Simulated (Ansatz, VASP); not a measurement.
Ta in VASP and in Ansatz

```xyz
1
Lattice="-1.6549 1.6549 1.6549 1.6549 -1.6549 1.6549 1.6549 1.6549 -1.6549" Properties=species:S:1:pos:R:3 pbc="T T T"
Ta    0.0000    0.0000    0.0000
```

Alike in both runs: task electric field gradients; functional r2SCAN; k mesh 14 × 14 × 14; occupations fermi-dirac, width 0.05 eV; no spin polarisation.

```csv
,VASP,Ansatz
version,VASP 6.6.1,Ansatz 0.2.0
potentials or method,"VASP PAW PBE potentials, release 64 (Ta_pv)","PAW with Ansatz's default frozen-core files, scalar-relativistic"
plane-wave cutoff (eV),520,500
valence electrons in the cell,11,13
```

VASP gave:

```
pressure (GPa) : -0.7
```

Estimate Ansatz's values.

pressure (GPa): -1.3.

VASP's potentials were made for PBE, not for r2SCAN. VASP's potentials hold 11 valence electrons a cell and Ansatz's 13, so a difference there can come from the potentials and not from the codes.

Spin-orbit coupling is off throughout.
